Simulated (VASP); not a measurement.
Here is a VASP 6.6.1 calculation.

INCAR

```
SYSTEM = SrO
PREC = Accurate
ENCUT = 600
EDIFF = 1E-6
ISMEAR = 0
SIGMA = 0.01
LREAL = .False.
LASPH = .True.
NELM = 120
ALGO = Normal
ISIF = 2
LWAVE = .False.
LCHARG = .True.
GGA = PE
LELF = .True.
LVHAR = .True.
NBANDS = 15
GGA_COMPAT = .False.
```

File KPOINTS:

```
Automatic mesh
0
Gamma
  3 3 3
  0 0 0
```

File POSCAR:

```
SrO
1.0
    3.1028650671      0.0000000000      0.0000000000
    0.0000000000      3.1028650671      0.0000000000
    0.0000000000      0.0000000000      3.1028650671
Sr O
1 1
Direct
    0.0000000000      0.0000000000      0.0000000000
    0.5000000000      0.5000000000      0.5000000000
```

Potentials or basis: VASP PAW PBE potentials, release 64 (Sr_sv, O).

Run with:

```sh
$ cat potpaw_PBE.64/Sr_sv/POTCAR potpaw_PBE.64/O/POTCAR > POTCAR
$ mpirun -np 1 vasp_std > vasp.out
```

What does it give for the pressure?

3.4 GPa.

What does it give for the band gap on the k mesh?

2.77 eV, direct.

Caveat: the k points lie up to 0.67 Å⁻¹ apart.
